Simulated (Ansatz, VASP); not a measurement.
Two plane-wave programs on CdMo3

The input INCAR:

```
SYSTEM = CdMo3
PREC = Accurate ; ENCUT = 520
EDIFF = 1E-7 ; ISMEAR = 0
SIGMA = 0.1 ; LREAL = .FALSE.
LASPH = .TRUE. ; NELM = 60
ALGO = Normal ; ISIF = 2
LWAVE = .FALSE. ; LCHARG = .FALSE.
GGA = PE ; NBANDS = 35
```

KPOINTS

```
Automatic mesh
0
G
  4 4 4
  0 0 0
```

The input POSCAR:

```
CdMo3
1.0
    4.2328860177      0.0000000000      0.0000000000
    0.0000000000      4.2328860177      0.0000000000
    0.0000000000      0.0000000000      4.2328860177
Cd Mo
1 3
Direct
    0.0000000000      0.0000000000      0.0000000000
    0.0000000000      0.5000000000      0.5000000000
    0.5000000000      0.0000000000      0.5000000000
    0.5000000000      0.5000000000      0.0000000000
```

Input for Ansatz:

```yaml
crystal:
  lattice:
    - [4.2328860177, 0.0, 0.0]
    - [0.0, 4.2328860177, 0.0]
    - [0.0, 0.0, 4.2328860177]
  atoms:
    - { symbol: Cd, position: [0.0, 0.0, 0.0] }
    - { symbol: Mo, position: [0.0, 0.5, 0.5] }
    - { symbol: Mo, position: [0.5, 0.0, 0.5] }
    - { symbol: Mo, position: [0.5, 0.5, 0.0] }
basis:
  ecutwfc: 420
kpoints:
  mp_grid: { grid: [4, 4, 4] }
hamiltonian:
  xc: pbe
scf:
  occupations: { method: gaussian, width: 0.1 }
output:
  forces: true
  stress: true
  eigenvalues: true
```

Alike in both runs: task single point; functional PBE; k mesh 4 × 4 × 4; occupations gaussian, width 0.1 eV; no spin polarisation.

```csv
,VASP,Ansatz
version,VASP 6.6.1,Ansatz 0.2.0
potentials or method,"VASP PAW PBE potentials, release 64 (Cd, Mo_sv), cutoff 520 eV","scalar-relativistic, plane waves, PAW"
valence electrons in the cell,54,62
```

|  | VASP | Ansatz | Ansatz less VASP |
| --- | --- | --- | --- |
| gap on the k mesh at the Fermi level (eV) | none | none | - |
| pressure (GPa) | -20.2 | -20.6 | -0.41 |

A gap of «none» marks a metal or a gap that the smearing closes. The functional is the same, so the differences come from potentials, cutoffs and numerics. VASP's potentials hold 54 valence electrons a cell and Ansatz's 62, so a difference there can come from the potentials and not from the codes.

The k mesh is coarse, so the values compare programs but aren't converged.
